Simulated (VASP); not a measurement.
# CoSi16 (a cell with a defect) in VASP: further runs

CoSi16 (a cell with a defect) is run at these levels: PBE+D3(BJ); tasks: single point.

All numbers are computed with VASP 6.6.1; they aren't measurements. Logs are shortened: lines on timing, memory, paths and dates and some standing lists are left out, and cuts for length are marked.

## (1) The cell of the first run

The cell holds a defect, 17 atoms: a = 7.679 Å, b = 7.679 Å, c = 7.679 Å, α = 60.00°, β = 60.00°, γ = 60.00°.

## (2) Single point, PBE+D3(BJ), collinear spin, ferromagnetic start

INCAR

```
PREC = Accurate
ENCUT = 520
EDIFF = 1E-7
ISMEAR = 0
SIGMA = 0.05
LREAL = Auto
LASPH = True
NELM = 150
ALGO = Normal
ISIF = 2
LWAVE = False
LCHARG = False
ISPIN = 2
MAGMOM = 0 0 0 0 0 0 0 0 0 0 0 0 0 0 0 0 1
LORBIT = 11
LMAXMIX = 4
GGA = PE
IVDW = 12
NBANDS = 54
```

KPOINTS

```
regular mesh
0
Gamma
  2 2 2
```

POSCAR

```
CoSi16
1.0
    0.0000000000      5.4300000000      5.4300000000
    5.4300000000      0.0000000000      5.4300000000
    5.4300000000      5.4300000000      0.0000000000
Si Co
16 1
Direct
    0.0001024988     -0.0030305456      0.0060828428
    0.1263861827      0.1218183477      0.1295156204
   -0.0014066640      0.0016839830      0.5003122894
    0.1259630388      0.1211749004      0.6317649074
    0.0129727574      0.4950548581     -0.0031082672
    0.1265662685      0.6223657309      0.1292042694
   -0.0015032315      0.4993619992      0.4999868185
    0.1328676953      0.6195786540      0.6277919915
    0.4995404733      0.0121187011     -0.0088906971
    0.6252098270      0.1239894754      0.1269429685
    0.5024408526     -0.0003824893      0.4977445697
    0.6201999785      0.1403288510      0.6222167225
    0.4997307541      0.4973836109     -0.0094698273
    0.6401025292      0.6382656655      0.0832196991
    0.5063619687      0.5157242205      0.4610294758
    0.6200677307      0.6169555371      0.6216538397
    0.7802818398      0.7844909002      0.6499707769
```

Potentials or basis: VASP PAW PBE potentials, release 64 (Si, Co).

The run is started by

```sh
> cat potpaw_PBE.64/Si/POTCAR potpaw_PBE.64/Co/POTCAR > POTCAR
> mpirun -np 1 vasp_std > vasp.out
```

OUTCAR:

```text
PREC = Accurate
   ENCUT = 520
   EDIFF = 1E-7
   ISMEAR = 0
   LREAL = Auto
   LASPH = True
   NELM = 150
   ISIF = 2
   ISPIN = 2
   LORBIT = 11
   GGA = PE
   IVDW = 12
 IVDW          = 12

 ion  position               nearest neighbor table
   1  0.000  0.997  0.006-   4 2.35   2 2.35   6 2.35  10 2.35
   2  0.126  0.122  0.130-   3 2.33   5 2.34   9 2.34   1 2.35
   3  0.999  0.002  0.500-   2 2.33   4 2.37  12 2.37   8 2.40  17 2.42
   4  0.126  0.121  0.632-   1 2.35  11 2.36   7 2.37   3 2.37
   5  0.013  0.495  0.997-   8 2.31   6 2.34   2 2.34  14 2.35
   6  0.127  0.622  0.129-   7 2.33   5 2.34  13 2.34   1 2.35
   7  0.998  0.499  0.500-   6 2.33   4 2.37  16 2.37   8 2.40  17 2.42
   8  0.133  0.620  0.628-  17 2.30   5 2.31  15 2.36   3 2.40   7 2.40
   9  0.500  0.012  0.991-  12 2.31   2 2.34  10 2.34  14 2.35  17 3.12
  10  0.625  0.124  0.127-  11 2.32   9 2.34  13 2.34   1 2.35
  11  0.502  1.000  0.498-  10 2.32   4 2.36  17 2.38  16 2.40  12 2.40
  12  0.620  0.140  0.622-  17 2.31   9 2.31  15 2.37   3 2.37  11 2.40
  13  0.500  0.497  0.991-  16 2.31   6 2.34  10 2.34  14 2.35  17 3.11
  14  0.640  0.638  0.083-   5 2.35   9 2.35  13 2.35  15 2.37  17 2.72
  15  0.506  0.516  0.461-   8 2.36  12 2.37  16 2.37  14 2.37
  16  0.620  0.617  0.622-  17 2.31  13 2.31  15 2.37   7 2.37  11 2.40
  17  0.780  0.784  0.650-   8 2.30  12 2.31  16 2.31  11 2.38   7 2.42   3 2.42  14 2.72  13 3.11
                             9 3.12

  LATTYP: Found a face centered cubic cell.
 ALAT       =    10.8600000000

  Lattice vectors:

 A1 = (   0.0000000000,   5.4300000000,   5.4300000000)
 A2 = (   5.4300000000,   0.0000000000,   5.4300000000)
 A3 = (   5.4300000000,   5.4300000000,   0.0000000000)

Analysis of symmetry for initial positions (statically):
=====================================================================
 Subroutine PRICEL returns:
 Original cell was already a primitive cell.

 Routine SETGRP: Setting up the symmetry group for a
 face centered cubic supercell.

 Subroutine GETGRP returns: Found  1 space group operations
 (whereof  1 operations were pure point group operations)
 out of a pool of 48 trial point group operations.

The static configuration has the point symmetry C_1 .

Analysis of symmetry for dynamics (positions and initial velocities):
=====================================================================
 Subroutine PRICEL returns:
 Original cell was already a primitive cell.

 Routine SETGRP: Setting up the symmetry group for a
 face centered cubic supercell.

 Subroutine GETGRP returns: Found  1 space group operations
 (whereof  1 operations were pure point group operations)
 out of a pool of 48 trial point group operations.

The dynamic configuration has the point symmetry C_1 .

Analysis of structural, dynamic, and magnetic symmetry:
=====================================================================
 Subroutine PRICEL returns:
 Original cell was already a primitive cell.

 Routine SETGRP: Setting up the symmetry group for a
 face centered cubic supercell.

 Subroutine GETGRP returns: Found  1 space group operations
 (whereof  1 operations were pure point group operations)
 out of a pool of 48 trial point group operations.

The overall configuration has the point symmetry C_1 .

 Subroutine INISYM returns: Found  1 space group operations
 (whereof  1 operations are pure point group operations),
 and found     1 'primitive' translations

----------------------------------------------------------------------------------------

                                     Primitive cell

  volume of cell :     320.2060

  direct lattice vectors                    reciprocal lattice vectors
     0.000000000  5.430000000  5.430000000    -0.092081031  0.092081031  0.092081031
     5.430000000  0.000000000  5.430000000     0.092081031 -0.092081031  0.092081031
     5.430000000  5.430000000  0.000000000     0.092081031  0.092081031 -0.092081031

  length of vectors
     7.679179644  7.679179644  7.679179644     0.159489025  0.159489025  0.159489025

  position of ions in fractional coordinates (direct lattice)
     0.000102499  0.996969454  0.006082843
     0.126386183  0.121818348  0.129515620
     0.998593336  0.001683983  0.500312289
     0.125963039  0.121174900  0.631764907
[... 76 lines left out ...]
   NGX,Y,Z   is equivalent  to a cutoff of  12.99, 12.99, 12.99 a.u.
   NGXF,Y,Z  is equivalent  to a cutoff of  25.98, 25.98, 25.98 a.u.
 SYSTEM =  unknown system
   PREC   = accura    normal or accurate (medium, high low for compatibility)
   ISTART =      0    job   : 0-new  1-cont  2-samecut
   ICHARG =      2    charge: 1-file 2-atom 10-const
   ISPIN  =      2    spin polarized calculation?
   LNONCOLLINEAR =      F non collinear calculations
   LSORBIT =      F    spin-orbit coupling
   LASPH  =      T    aspherical Exc in radial PAW
   ENCUT  =  520.0 eV  38.22 Ry    6.18 a.u.  14.28 14.28 14.28*2*pi/ulx,y,z
   NELM   =    150;   NELMIN=  2; NELMDL= -5     # of ELM steps
   EDIFF  = 0.1E-06   stopping-criterion for ELM
   LREAL  =      T    real-space projection
   EDIFFG = 0.1E-05   stopping-criterion for IOM
   NSW    =      0    number of steps for IOM
   IBRION =     -1    ionic relax: 0-MD 1-quasi-New 2-CG
   NFREE  =      0    steps in history (QN), initial steepest desc. (CG)
   ISIF   =      2    stress and relaxation
   ISYM   =      2    0-nonsym 1-usesym 2-fastsym
   POTIM  = 0.5000    time-step for ionic-motion
   TEBEG  =    0.0;   TEEND  =   0.0 temperature during run
   PSTRESS=    0.0 pullay stress
   NELECT =      73.0000    total number of electrons
   NUPDOWN=      -1.0000    fix difference up-down
   EMIN   =  10.00;   EMAX   =-10.00  energy-range for DOS
   EFERMI =   0.00;   METHOD = LEGACY
   ISMEAR =     0;   SIGMA  =   0.05  broadening in eV -4-tet -1-fermi 0-gaus
   EFERMI_NEDOS =   21; number of points for ismear=-14 and -15
   IALGO  =     38    algorithm
   IMIX   =      4    mixing-type and parameters
     AMIX     =   0.40;   BMIX     =  1.00
     AMIX_MAG =   1.60;   BMIX_MAG =  1.00
  volume/ion in A,a.u.               =      18.84       127.11
  Fermi-wavevector in a.u.,A,eV,Ry     =   1.000090  1.889897 13.608288  1.000181
  Thomas-Fermi vector in A             =   2.132424
   LORBIT       =     11    0 simple, 1 ext, 2 COOP (PROOUT), +10 PAW based schemes
   GGA     = PE    functional components
   LHFCALC =     F    Hartree Fock is set to
   AEXX    =    0.0000 exact exchange contribution
   IVDW    =    12    specifies the selected vdW correction
   LEPSILON=     F    determine dielectric tensor
   LRPA    =     F    only Hartree local field effects (RPA)
 spin polarized calculation
 Gauss-broadening in eV      SIGMA  =   0.05
  energy-cutoff  :      520.00
  volume of cell :      320.21
 maximum number of plane-waves:      8646
 NGX is ok and might be reduce to    60
   NGX = 29   NGY = 29   NGZ = 29

 number of electron      73.0000000 magnetization       0.4850574

 Free energy of the ion-electron system (eV)
  ---------------------------------------------------
  ext. energy  EPLUGINS =         0.00000000
  ---------------------------------------------------
  free energy    TOTEN  =       -91.28221560 eV

  energy without entropy =      -91.27844517  energy(sigma->0) =      -91.28033038

 E-fermi :   6.4193     XC(G=0):  -9.6814

 val. band max:        6.3820365793   @ k =   0.0000   0.0000   0.0000
 cond. band min:       6.4699635565   @ k =   0.5000   0.5000   0.5000
 fundamental gap:      0.0879269771
 Fermi energy:         6.4193482300

 spin component 1

 k-point     1 :       0.0000    0.0000    0.0000
  band No.  band energies     occupation
      1      -5.8722      1.00000
      2      -3.5373      1.00000
      3      -3.5191      1.00000
      4      -3.5164      1.00000
      5      -3.4137      1.00000
      6      -1.8389      1.00000
[... 397 lines left out ...]
     47      10.4314      0.00000
     48      10.5142      0.00000
 Fermi energy:         6.4193482300

 spin component 2

 k-point     1 :       0.0000    0.0000    0.0000
  band No.  band energies     occupation
      1      -5.8606      1.00000
      2      -3.5234      1.00000
      3      -3.5058      1.00000
      4      -3.5022      1.00000
      5      -3.4052      1.00000
      6      -1.8258      1.00000
[... 397 lines left out ...]
     47      10.4361      0.00000
     48      10.5305      0.00000
 [bands above 48 left out]

------------------------ aborting loop because EDIFF is reached ----------------------------------------

 Edisp (eV)   -5.54777

 E8    (eV) :    -2.3036

  FORCE on cell =-STRESS in cart. coord.  units (eV):
  Direction    XX          YY          ZZ          XY          YZ          ZX
  --------------------------------------------------------------------------------------
  -------------------------------------------------------------------------------------
  Total      -0.72844    -0.04259    -0.78370     1.35086    -1.34500    -1.56864
  in kB      -3.64481    -0.21311    -3.92129     6.75913    -6.72981    -7.84882
  external pressure =       -2.59 kB  Pullay stress =        0.00 kB

 VOLUME and BASIS-vectors are now :
 -----------------------------------------------------------------------------
  energy-cutoff  :      520.00
  volume of cell :      320.21
      direct lattice vectors                 reciprocal lattice vectors
     0.000000000  5.430000000  5.430000000    -0.092081031  0.092081031  0.092081031
     5.430000000  0.000000000  5.430000000     0.092081031 -0.092081031  0.092081031
     5.430000000  5.430000000  0.000000000     0.092081031  0.092081031 -0.092081031

 POSITION                                       TOTAL-FORCE (eV/Angst)
 -----------------------------------------------------------------------------------
      5.44657      0.03359      5.41410         0.004288      0.001485     -0.005684
      1.36474      1.38955      1.34775        -0.005363     -0.002298      0.003810
      2.72584      8.13906      5.43151        -0.001142     -0.000205      0.003028
      4.08846      4.11446      1.34196        -0.001538      0.000781      0.000541
      8.10127      5.48356      2.75859         0.001514      0.000341     -0.002437
      4.08103      1.38883      4.06670        -0.001925     -0.001564      0.004991
[... 9 lines left out ...]
      6.72565      6.74255      6.71704        -0.003460     -0.005129     -0.003312
      7.78913      7.76627      8.49672         0.009808      0.003383     -0.007653
 -----------------------------------------------------------------------------------
    total drift:                                0.004488     -0.000042     -0.003920

  FREE ENERGIE OF THE ION-ELECTRON SYSTEM (eV)
  ---------------------------------------------------
  free  energy   TOTEN  =       -96.8299882287 eV

  energy  without entropy=      -96.8262177932  energy(sigma->0) =      -96.82810301

 total charge

# of ion       s       p       d       tot
------------------------------------------
    1        0.742   0.957   0.000   1.699
    2        0.746   0.957   0.000   1.703
    3        0.733   0.945   0.000   1.678
    4        0.745   0.931   0.000   1.677
    5        0.747   0.950   0.000   1.697
    6        0.746   0.957   0.000   1.703
[... 9 lines left out ...]
   16        0.736   0.956   0.000   1.692
   17        0.410   0.457   7.612   8.479
--------------------------------------------------
tot         12.280  15.617   7.612  35.509

 magnetization (x)

# of ion       s       p       d       tot
------------------------------------------
    1       -0.000   0.000   0.000   0.000
    2       -0.001   0.002   0.000   0.001
    3       -0.000   0.010   0.000   0.010
    4       -0.001   0.001   0.000  -0.000
    5       -0.000   0.005   0.000   0.005
    6       -0.001   0.002   0.000   0.001
[... 9 lines left out ...]
   16        0.000   0.011   0.000   0.011
   17        0.002   0.001   0.322   0.325
--------------------------------------------------
tot         -0.003   0.088   0.322   0.408
```

Wall time 14 min (1 thread of Intel Xeon 6975P-C, shared host); peak memory 0.73 GiB.

Results:

| Item | Value |
| --- | --- |
| Free energy | -96.8300 eV |
| Pressure | -0.3 GPa |
| Largest force | 0.013 eV/Å |
| Net moment | 0.49 μB per cell |
| Site moments | Si +0.00, +0.01, -0.00; Co +0.33 μB |
| Valence electrons inside the program's atomic spheres | Si 1.70, 1.68, 1.69, 1.67; Co 8.48 |
| Dispersion energy per atom | -0.326 eV |

Forces on the atoms (eV/Å):
```
Si   0.004  0.001 -0.006
Si  -0.005 -0.002  0.004
Si  -0.001  0.000  0.003
Si  -0.002  0.001  0.001
Si   0.002  0.000 -0.002
Si  -0.002 -0.002  0.005
Si  -0.004  0.001  0.002
Si  -0.004  0.004  0.002
Si  -0.001  0.003 -0.003
Si  -0.003 -0.002  0.003
Si   0.001 -0.004  0.002
Si   0.002 -0.006  0.002
Si   0.002  0.004  0.000
Si   0.001 -0.001 -0.001
Si   0.004  0.004 -0.001
Si  -0.003 -0.005 -0.003
Co   0.010  0.003 -0.008
```

Levels at points of the mesh, in eV from the Fermi level:
Spin up:
| k point | band 34 | band 35 | band 36 | band 37 | band 38 | band 39 | band 40 | band 41 |
| --- | --- | --- | --- | --- | --- | --- | --- | --- |
| (0.00, 0.00, 0.00) | -0.41 | -0.40 | -0.06 | 0.11 | 0.22 | 0.57 | 0.59 | 0.61 |
| (0.50, 0.00, 0.00) | -0.74 | -0.44 | -0.36 | -0.13 | 0.83 | 1.23 | 1.28 | 1.40 |
| (0.00, 0.50, 0.00) | -0.75 | -0.40 | -0.39 | -0.17 | 0.79 | 1.25 | 1.28 | 1.39 |
| (0.00, 0.00, 0.50) | -0.70 | -0.67 | -0.06 | 0.07 | 0.89 | 1.06 | 1.45 | 1.47 |
| (0.50, 0.50, 0.50) | -0.75 | -0.40 | -0.39 | -0.17 | 0.79 | 1.25 | 1.28 | 1.39 |
| (0.50, 0.50, 0.00) | -0.83 | -0.66 | -0.55 | -0.29 | 0.84 | 1.21 | 2.04 | 2.09 |
| (0.00, 0.50, 0.50) | -0.83 | -0.66 | -0.55 | -0.28 | 0.84 | 1.21 | 2.04 | 2.09 |
| (0.50, 0.00, 0.50) | -0.83 | -0.67 | -0.53 | -0.22 | 0.83 | 1.21 | 2.04 | 2.10 |
Spin down:
```
           k point  band 34  band 35  band 36  band 37  band 38  band 39
(0.00, 0.00, 0.00)    -0.31    -0.26    -0.04     0.17     0.25     0.60
(0.50, 0.00, 0.00)    -0.58    -0.32    -0.25     0.09     0.86     1.25
(0.00, 0.50, 0.00)    -0.58    -0.29    -0.26     0.05     0.83     1.27
(0.00, 0.00, 0.50)    -0.44    -0.41     0.05     0.15     0.92     1.06
(0.50, 0.50, 0.50)    -0.58    -0.29    -0.26     0.05     0.82     1.27
(0.50, 0.50, 0.00)    -0.56    -0.50    -0.26    -0.15     0.87     1.25
(0.00, 0.50, 0.50)    -0.56    -0.51    -0.26    -0.15     0.87     1.26
(0.50, 0.00, 0.50)    -0.57    -0.52    -0.23    -0.11     0.86     1.26
```

Caveat: the k points lie up to 0.50 Å⁻¹ apart.

## (3) Single point, PBE+D3(BJ), collinear spin, ferromagnetic start

INCAR

```
PREC = Accurate
ENCUT = 520
EDIFF = 1E-6
ISMEAR = 0
SIGMA = 0.05
LREAL = Auto
LASPH = T
NELM = 150
ALGO = Normal
ISIF = 2
LWAVE = F
LCHARG = T
ISPIN = 2
MAGMOM = 0 0 0 0 0 0 0 0 0 0 0 0 0 0 0 0 1
LORBIT = 11
LMAXMIX = 4
GGA = PE
IVDW = 12
LELF = T
LVHAR = T
NBANDS = 54
```

KPOINTS

```
Automatic mesh
0
Gamma
  2 2 2
```

POSCAR

```
CoSi16
1.0
    0.0000000000      5.4300000000      5.4300000000
    5.4300000000      0.0000000000      5.4300000000
    5.4300000000      5.4300000000      0.0000000000
Si Co
16 1
Direct
    0.0075741546      0.0049401896     -0.0157954297
    0.1274257612      0.1249570627      0.1131382548
   -0.0131944923     -0.0150695902      0.4869581622
    0.1084703334      0.1196355977      0.6083823324
    0.0025235827      0.4980968406      0.0036441170
    0.1253079944      0.6265794529      0.1230847313
    0.0050955118      0.4931165027      0.5055543474
    0.1300626921      0.6122521731      0.6304347632
    0.5008590645     -0.0004612270      0.0011090808
    0.6247842224      0.1225683874      0.1248618424
    0.4839742744      0.0048558786      0.5079566907
    0.6129695198      0.1248879823      0.6277184888
    0.5035893622      0.4990146274      0.0042244987
    0.6280106832      0.6247392762      0.1284872852
    0.5033211098      0.4980332729      0.5029807129
    0.6227642057      0.6263440300      0.6259307845
    0.8392721101      0.8449023131      0.3397667873
```

Potentials or basis: VASP PAW PBE potentials, release 64 (Si, Co).

The run is started by

```sh
> cat potpaw_PBE.64/Si/POTCAR potpaw_PBE.64/Co/POTCAR > POTCAR
> mpirun -np 1 vasp_std > vasp.out
```

Run time: 13 min. Hardware: 1 thread of Intel Xeon 6975P-C, shared host; peak memory 0.73 GiB.

The run converged. Its results:

| Item | Value |
| --- | --- |
| Free energy | -96.8297 eV |
| Pressure | -0.2 GPa |
| Largest force | 0.022 eV/Å |
| Net moment | 0.48 μB per cell |
| Site moments | Si +0.01, +0.00, -0.00; Co +0.32 μB |
| Valence electrons inside the program's atomic spheres | Si 1.69, 1.68, 1.67, 1.70; Co 8.48 |
| Dispersion energy per atom | -0.326 eV |

Forces on the atoms (eV/Å):
```
Si  -0.017 -0.011  0.009
Si   0.000  0.000  0.005
Si   0.003  0.001  0.002
Si   0.006  0.010 -0.004
Si  -0.003  0.000  0.001
Si   0.003  0.005 -0.002
Si  -0.012  0.002 -0.010
Si  -0.002  0.004  0.000
Si   0.001 -0.005  0.000
Si   0.008 -0.004  0.000
Si   0.000 -0.008 -0.012
Si   0.005  0.000  0.002
Si  -0.002  0.000 -0.003
Si  -0.003 -0.005 -0.002
Si   0.001 -0.001 -0.004
Si   0.001  0.000  0.007
Co   0.009  0.012  0.013
```

Stress tensor (GPa, compression positive):
```
-0.35  0.69  0.80
 0.69  0.03  0.69
 0.80  0.69 -0.36
```

Levels at points of the mesh, in eV from the Fermi level:
Spin up:
```
           k point  band 34  band 35  band 36  band 37  band 38  band 39  band 40  band 41
(0.00, 0.00, 0.00)    -0.41    -0.39    -0.06     0.12     0.23     0.57     0.59     0.61
(0.50, 0.00, 0.00)    -0.75    -0.40    -0.39    -0.17     0.80     1.25     1.28     1.39
(0.00, 0.50, 0.00)    -0.74    -0.43    -0.36    -0.12     0.84     1.22     1.28     1.40
(0.00, 0.00, 0.50)    -0.74    -0.40    -0.39    -0.17     0.79     1.25     1.28     1.39
(0.50, 0.50, 0.50)    -0.70    -0.67    -0.06     0.08     0.89     1.06     1.44     1.47
(0.50, 0.50, 0.00)    -0.82    -0.66    -0.55    -0.29     0.84     1.21     2.04     2.10
(0.00, 0.50, 0.50)    -0.82    -0.66    -0.55    -0.29     0.84     1.20     2.04     2.10
(0.50, 0.00, 0.50)    -0.83    -0.67    -0.53    -0.22     0.83     1.21     2.05     2.10
```
Spin down:
| k point | band 33 | band 34 | band 35 | band 36 | band 37 | band 38 | band 39 | band 40 |
| --- | --- | --- | --- | --- | --- | --- | --- | --- |
| (0.00, 0.00, 0.00) | -0.39 | -0.31 | -0.26 | -0.04 | 0.17 | 0.26 | 0.60 | 0.62 |
| (0.50, 0.00, 0.00) | -0.81 | -0.58 | -0.29 | -0.26 | 0.05 | 0.83 | 1.27 | 1.29 |
| (0.00, 0.50, 0.00) | -0.80 | -0.58 | -0.32 | -0.25 | 0.10 | 0.87 | 1.24 | 1.29 |
| (0.00, 0.00, 0.50) | -0.81 | -0.58 | -0.29 | -0.26 | 0.05 | 0.83 | 1.27 | 1.29 |
| (0.50, 0.50, 0.50) | -0.74 | -0.44 | -0.41 | 0.06 | 0.16 | 0.92 | 1.07 | 1.45 |
| (0.50, 0.50, 0.00) | -0.87 | -0.55 | -0.50 | -0.26 | -0.16 | 0.87 | 1.25 | 2.05 |
| (0.00, 0.50, 0.50) | -0.87 | -0.56 | -0.50 | -0.26 | -0.16 | 0.87 | 1.25 | 2.05 |
| (0.50, 0.00, 0.50) | -0.92 | -0.56 | -0.52 | -0.23 | -0.11 | 0.86 | 1.26 | 2.06 |

Caveat: the k points lie up to 0.50 Å⁻¹ apart.
